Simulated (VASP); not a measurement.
# MoS2 (P6_3/mmc) in VASP: relaxation of the atoms with LDA

Aim: the relaxation of the atoms of MoS2 with LDA.

Program: VASP 6.6.1. These are calculated values, not measurements. Logs are shortened: lines on timing, memory, paths and dates and some standing lists are left out, and cuts for length are marked.

## 1. The cell of the first run

The structure is hexagonal, space group P6_3/mmc (No. 194). The conventional cell has a = 3.169 Å, b = 3.169 Å, c = 12.324 Å, α = 90.00°, β = 90.00°, γ = 120.00°. Mo (site symmetry -6m2) has 6 S at 2.41 Å and 6 Mo at 3.17 Å within 3.2 Å. S (site symmetry 3m) has 3 Mo at 2.41 Å and 7 S at 3.13 to 3.17 Å within 3.2 Å.

## 2. Relaxation of the atoms, LDA

File INCAR:

```
SYSTEM = MoS2
ALGO = Normal ; EDIFF = 1E-6
EDIFFG = -0.003 ; ENCUT = 520
IBRION = 2 ; ISIF = 2
ISMEAR = 0 ; LASPH = .TRUE.
LCHARG = .FALSE. ; LREAL = .FALSE.
LWAVE = .FALSE. ; NELM = 60
NSW = 80 ; PREC = Accurate
SIGMA = 0.01
```

File KPOINTS:

```
k-points
0
G
  10 10 3
  0 0 0
```

File POSCAR:

```
MoS2
1.0
    3.1690000000      0.0000000000      0.0000000000
   -1.5845000000      2.7444345046      0.0000000000
    0.0000000000      0.0000000000     12.3240000000
Mo S
2 4
Direct
    0.3333333333      0.6666666667      0.2500000000
    0.6666666667      0.3333333333      0.7500000000
    0.3333333333      0.6666666667      0.6230000000
    0.6666666667      0.3333333333      0.1230000000
    0.3333333333      0.6666666667      0.8770000000
    0.6666666667      0.3333333333      0.3770000000
```

Potentials or basis: VASP PAW LDA potentials, release 64 (Mo_sv, S).

On the command line:

```sh
> cat potpaw_LDA.64/Mo_sv/POTCAR potpaw_LDA.64/S/POTCAR > POTCAR
> mpirun -np 1 vasp_std > vasp.out
```

OUTCAR:

```text
SYSTEM = MoS2
   EDIFF = 1E-6
   EDIFFG = -0.003
   ENCUT = 520
   IBRION = 2
   ISIF = 2
   ISMEAR = 0
   LASPH = .TRUE.
   LREAL = .FALSE.
   NELM = 60
   NSW = 80
   PREC = Accurate

 ion  position               nearest neighbor table
   1  0.333  0.667  0.250-   4 2.41   6 2.41   4 2.41   6 2.41   4 2.41   6 2.41
   2  0.667  0.333  0.750-   3 2.41   5 2.41   3 2.41   5 2.41   3 2.41   5 2.41
   3  0.333  0.667  0.623-   2 2.41   2 2.41   2 2.41
   4  0.667  0.333  0.123-   1 2.41   1 2.41   1 2.41
   5  0.333  0.667  0.877-   2 2.41   2 2.41   2 2.41
   6  0.667  0.333  0.377-   1 2.41   1 2.41   1 2.41

  LATTYP: Found a hexagonal cell.
 ALAT       =     3.1690000000
 C/A-ratio  =     3.8889239508

  Lattice vectors:

 A1 = (   3.1690000000,   0.0000000000,   0.0000000000)
 A2 = (  -1.5845000000,   2.7444345046,   0.0000000000)
 A3 = (   0.0000000000,   0.0000000000,  12.3240000000)

Analysis of symmetry for initial positions (statically):
=====================================================================
 Subroutine PRICEL returns:
 Original cell was already a primitive cell.

 Routine SETGRP: Setting up the symmetry group for a
 hexagonal supercell.

 Subroutine GETGRP returns: Found 24 space group operations
 (whereof 12 operations were pure point group operations)
 out of a pool of 24 trial point group operations.

The static configuration has the point symmetry D_3d.
 The point group associated with its full space group is D_6h.

Analysis of symmetry for dynamics (positions and initial velocities):
=====================================================================
 Subroutine PRICEL returns:
 Original cell was already a primitive cell.

 Routine SETGRP: Setting up the symmetry group for a
 hexagonal supercell.

 Subroutine GETGRP returns: Found 24 space group operations
 (whereof 12 operations were pure point group operations)
 out of a pool of 24 trial point group operations.

The dynamic configuration has the point symmetry D_3d.
 The point group associated with its full space group is D_6h.

 Subroutine INISYM returns: Found 24 space group operations
 (whereof 12 operations are pure point group operations),
 and found     1 'primitive' translations

----------------------------------------------------------------------------------------

                                     Primitive cell

  volume of cell :     107.1832

  direct lattice vectors                    reciprocal lattice vectors
     3.169000000  0.000000000  0.000000000     0.315556958  0.182186895  0.000000000
    -1.584500000  2.744434505  0.000000000     0.000000000  0.364373789  0.000000000
     0.000000000  0.000000000 12.324000000     0.000000000  0.000000000  0.081142486

  length of vectors
     3.169000000  3.169000000 12.324000000     0.364373789  0.364373789  0.081142486

  position of ions in fractional coordinates (direct lattice)
     0.333333333  0.666666667  0.250000000
     0.666666667  0.333333333  0.750000000
     0.333333333  0.666666667  0.623000000
     0.666666667  0.333333333  0.123000000
     0.333333333  0.666666667  0.877000000
     0.666666667  0.333333333  0.377000000

  ion indices of the primitive-cell ions
   primitive index   ion index
                 1           1
                 2           2
                 3           3
                 4           4
                 5           5
                 6           6

----------------------------------------------------------------------------------------

 KPOINTS: k-points

Automatic generation of k-mesh.
 Grid dimensions read from file:
 generate k-points for:   10   10    3

 Generating k-lattice:

  Cartesian coordinates                     Fractional coordinates (reciprocal lattice)
     0.031555696  0.018218689  0.000000000     0.100000000 -0.000000000  0.000000000
     0.000000000  0.036437379  0.000000000     0.000000000  0.100000000  0.000000000
     0.000000000  0.000000000  0.027047495     0.000000000  0.000000000  0.333333333

  Length of vectors
     0.036437379  0.036437379  0.027047495

  Shift w.r.t. Gamma in fractional coordinates (k-lattice)
     0.000000000  0.000000000  0.000000000

 Subroutine IBZKPT returns following result:
 ===========================================

 Found     28 irreducible k-points:

 Following reciprocal coordinates:
            Coordinates               Weight
  0.000000  0.000000  0.000000      1.000000
  0.100000 -0.000000  0.000000      6.000000
  0.200000 -0.000000  0.000000      6.000000
  0.300000  0.000000  0.000000      6.000000
  0.400000 -0.000000  0.000000      6.000000
  0.500000  0.000000  0.000000      3.000000
[... 16 lines left out ...]
  0.300000  0.100000  0.333333     24.000000
  0.400000  0.100000  0.333333     24.000000
 [... further k-points ...]
   k-points           NKPTS =     28   k-points in BZ     NKDIM =     28   number of bands    NBANDS=     31
   number of dos      NEDOS =    301   number of ions     NIONS =      6
   total plane-waves  NPLWV =  55296
   dimension x,y,z NGX =    24 NGY =   24 NGZ =   96
   dimension x,y,z NGXF=    48 NGYF=   48 NGZF=  192
   ions per type =               2   4
   NGX,Y,Z   is equivalent  to a cutoff of  12.59, 12.59, 12.95 a.u.
   NGXF,Y,Z  is equivalent  to a cutoff of  25.18, 25.18, 25.90 a.u.
 SYSTEM =  MoS2
   PREC   = accura    normal or accurate (medium, high low for compatibility)
   ISTART =      0    job   : 0-new  1-cont  2-samecut
   ICHARG =      2    charge: 1-file 2-atom 10-const
   ISPIN  =      1    spin polarized calculation?
   LNONCOLLINEAR =      F non collinear calculations
   LSORBIT =      F    spin-orbit coupling
   LASPH  =      T    aspherical Exc in radial PAW
   ENCUT  =  520.0 eV  38.22 Ry    6.18 a.u.   5.89  5.89 22.91*2*pi/ulx,y,z
   NELM   =     60;   NELMIN=  2; NELMDL= -5     # of ELM steps
   EDIFF  = 0.1E-05   stopping-criterion for ELM
   LREAL  =      F    real-space projection
   EDIFFG = -.3E-02   stopping-criterion for IOM
   NSW    =     80    number of steps for IOM
   IBRION =      2    ionic relax: 0-MD 1-quasi-New 2-CG
   NFREE  =      1    steps in history (QN), initial steepest desc. (CG)
   ISIF   =      2    stress and relaxation
   ISYM   =      2    0-nonsym 1-usesym 2-fastsym
   POTIM  = 0.5000    time-step for ionic-motion
   TEBEG  =    0.0;   TEEND  =   0.0 temperature during run
   PSTRESS=    0.0 pullay stress
   NELECT =      52.0000    total number of electrons
   NUPDOWN=      -1.0000    fix difference up-down
   EMIN   =  10.00;   EMAX   =-10.00  energy-range for DOS
   EFERMI =   0.00;   METHOD = LEGACY
   ISMEAR =     0;   SIGMA  =   0.01  broadening in eV -4-tet -1-fermi 0-gaus
   EFERMI_NEDOS =   21; number of points for ismear=-14 and -15
   IALGO  =     38    algorithm
   IMIX   =      4    mixing-type and parameters
     AMIX     =   0.40;   BMIX     =  1.00
     AMIX_MAG =   1.60;   BMIX_MAG =  1.00
  volume/ion in A,a.u.               =      17.86       120.55
  Fermi-wavevector in a.u.,A,eV,Ry     =   1.286373  2.430893 22.514325  1.654756
  Thomas-Fermi vector in A             =   2.418452
   LORBIT       =      0    0 simple, 1 ext, 2 COOP (PROOUT), +10 PAW based schemes
   GGA     = CA    functional components
   LHFCALC =     F    Hartree Fock is set to
   AEXX    =    0.0000 exact exchange contribution
   IVDW    =     0    specifies the selected vdW correction
   LEPSILON=     F    determine dielectric tensor
   LRPA    =     F    only Hartree local field effects (RPA)
 conjugate gradient relaxation of ions
 non-spin polarized calculation
 Gauss-broadening in eV      SIGMA  =   0.01
  energy-cutoff  :      520.00
  volume of cell :      107.18
 maximum number of plane-waves:      2908
 NGX is ok and might be reduce to    24
   NGX = 11   NGY = 11   NGZ = 45

--------------------------------------- Ionic step        1  -------------------------------------------

 number of electron      51.9999996 magnetization

 Free energy of the ion-electron system (eV)
  ---------------------------------------------------
  ext. energy  EPLUGINS =         0.00000000
  ---------------------------------------------------
  free energy    TOTEN  =       -48.88764424 eV

  energy without entropy =      -48.88764424  energy(sigma->0) =      -48.88764424

------------------------ aborting loop because EDIFF is reached ----------------------------------------

  FORCE on cell =-STRESS in cart. coord.  units (eV):
  Direction    XX          YY          ZZ          XY          YZ          ZX
  --------------------------------------------------------------------------------------
  -------------------------------------------------------------------------------------
  Total       -3.8114542     -3.8114542     -3.5436294      0.0000000     -0.0000000      0.0000000
  in kB      -56.9737090    -56.9737090    -52.9702564      0.0000000     -0.0000000      0.0000000
  external PRESSURE =     -55.6392248 kB  Pullay stress =       0.0000000 kB
[... 65 lines left out ...]
  energy  without entropy=      -48.9104789564  energy(sigma->0) =      -48.91047896

--------------------------------------- Ionic step        3  -------------------------------------------

 number of electron      51.9999997 magnetization

 Free energy of the ion-electron system (eV)
  ---------------------------------------------------
  ext. energy  EPLUGINS =         0.00000000
  ---------------------------------------------------
  free energy    TOTEN  =       -48.91065433 eV

  energy without entropy =      -48.91065433  energy(sigma->0) =      -48.91065433

 E-fermi :   7.5201     XC(G=0): -11.0902

 val. band max:        7.4178482075   @ k =   0.0000   0.0000   0.0000
 cond. band min:       8.2943580696   @ k =   0.2000   0.2000   0.0000
 fundamental gap:      0.8765098622
 Fermi energy:         7.5200988769

 k-point     1 :       0.0000    0.0000    0.0000
  band No.  band energies     occupation
      1     -53.8101      2.00000
      2     -53.8100      2.00000
      3     -28.1691      2.00000
      4     -28.1690      2.00000
      5     -27.9387      2.00000
      6     -27.9387      2.00000
[... 805 lines left out ...]
     30       9.5167      0.00000
     31      10.3442      0.00000

 [... further k-points ...]

------------------------ aborting loop because EDIFF is reached ----------------------------------------

  FORCE on cell =-STRESS in cart. coord.  units (eV):
  Direction    XX          YY          ZZ          XY          YZ          ZX
  --------------------------------------------------------------------------------------
  -------------------------------------------------------------------------------------
  Total       -2.8435307     -2.8435307     -0.7208181      0.0000000      0.0000000      0.0000000
  in kB      -42.5051655    -42.5051655    -10.7748058      0.0000000      0.0000000      0.0000000
  external PRESSURE =     -31.9283789 kB  Pullay stress =       0.0000000 kB
[... 21 lines left out ...]
  FREE ENERGIE OF THE ION-ELECTRON SYSTEM (eV)
  ---------------------------------------------------
  free  energy   TOTEN  =       -48.9106543274 eV

  energy  without entropy=      -48.9106543274  energy(sigma->0) =      -48.91065433

 reached required accuracy - stopping structural energy minimisation
```

It took 2.3 min on 1 thread of Intel Xeon Platinum 8259CL at 2.50GHz (Skylake/Cascade Lake), shared host; peak memory 0.23 GiB.

What came out:

| Quantity | Value |
| --- | --- |
| Free energy | -48.9107 eV |
| Energy gained by relaxing | 3.8 meV/atom |
| Ionic steps | 3 |
| Pressure after relaxing | -3.2 GPa |
| Band gap on the k mesh | 0.88 eV (least direct gap 1.86 eV) |

The path:
```
step  energy change (eV)  largest force (eV/Å)  pressure (GPa)
   1              0.0000                0.4643           -5.56
   2             -0.0228                0.0419           -3.40
   3             -0.0230                0.0011           -3.19
```

Final structure:
```cif
data_structure
_symmetry_space_group_name_H-M 'P 1'
_symmetry_Int_Tables_number 1
_cell_length_a 3.1690
_cell_length_b 3.1690
_cell_length_c 12.3240
_cell_angle_alpha 90.000
_cell_angle_beta 90.000
_cell_angle_gamma 120.000
_cell_volume 107.18
loop_
_atom_site_label
_atom_site_type_symbol
_atom_site_fract_x
_atom_site_fract_y
_atom_site_fract_z
_atom_site_occupancy
Mo1 Mo 0.33333 0.66667 0.25000 1
Mo2 Mo 0.66667 0.33333 0.75000 1
S1 S 0.33333 0.66667 0.62499 1
S2 S 0.66667 0.33333 0.12499 1
S3 S 0.33333 0.66667 0.87501 1
S4 S 0.66667 0.33333 0.37501 1
```

Levels at points of the mesh, in eV from the valence-band top:
```csv
k point,band 23,band 24,band 25,band 26,band 27,band 28,band 29,band 30
"(0.00, 0.00, 0.00)",-2.31,-1.22,-1.18,0.00,2.03,2.03,2.05,2.05
"(0.50, 0.00, 0.00)",-1.84,-1.66,-1.48,-1.35,1.49,1.53,1.92,2.16
```

Caveat: an odd mesh through Γ misses points on the zone boundary, where band edges can lie.
